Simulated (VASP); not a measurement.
Write the native input for VASP 6.6.1 that does the following.

* Task: single point
* Functional: PBE
* Potentials or basis: VASP PAW PBE potentials, release 64 (Al)
* Cutoff: 520 eV
* k mesh: 2 × 2 × 1
* Occupations: fermi-dirac, width 0.15 eV
* Spin: no spin polarisation
* Dipole correction: no
* Further INCAR settings: LREAL = Auto; ALGO = Normal; EDIFF = 1e-06; NBANDS = 38

The structure of Al lies in POSCAR:

```
Al
1.0
    8.1000000000      0.0000000000      0.0000000000
    0.0000000000      5.7275650000      0.0000000000
    0.0000000000      0.0000000000     15.2956740000
Al
16
Direct
    0.2500000000      0.2500000000      0.0653779750
    0.7500000000      0.2500000000      0.0653779750
    0.2500000000      0.7500000000      0.0653779750
    0.7500000000      0.7500000000      0.0653779750
    0.0000000000      0.0000000000      0.1487259810
    0.5000000000      0.0000000000      0.1487259810
    0.0000000000      0.5000000000      0.1487259810
    0.5000000000      0.5000000000      0.1487259810
    0.2500000000      0.2500000000      0.2455085189
    0.7500000000      0.2500000000      0.2455085189
    0.2500000000      0.7500000000      0.2455085189
    0.7500000000      0.7500000000      0.2455085189
    0.0000000000      0.0000000000      0.3292145481
    0.5000000000      0.0000000000      0.3292145481
    0.0000000000      0.5000000000      0.3292145481
    0.5000000000      0.5000000000      0.3292145481
```

One way to write it, as run:

INCAR

```
SYSTEM = Al
ALGO = Normal
EDIFF = 1E-6
ENCUT = 520
GGA = PE
ISIF = 2
ISMEAR = -1
LASPH = .TRUE.
LCHARG = .FALSE.
LREAL = Auto
LWAVE = .FALSE.
NBANDS = 38
NELM = 100
PREC = Accurate
SIGMA = 0.15
```

KPOINTS

```
k-points
0
G
  2 2 1
  0 0 0
```

Potentials or basis: VASP PAW PBE potentials, release 64 (Al).

Run with:

```bash
$ cat potpaw_PBE.64/Al/POTCAR > POTCAR
$ mpirun -np 1 vasp_std > vasp.out
```

It gave:

* Largest force: 0.050 eV/Å
* Band gap on the k mesh: zero (band 24 reaches 0.62 eV, above the bottom of band 25 at 0.49 eV)

Caveat: the k points lie up to 0.55 Å⁻¹ apart.

Wall time 2.1 min on 1 thread of Intel(R) Xeon(R) Platinum 8488C (Sapphire Rapids) (shared host), peak memory 0.63 GiB.
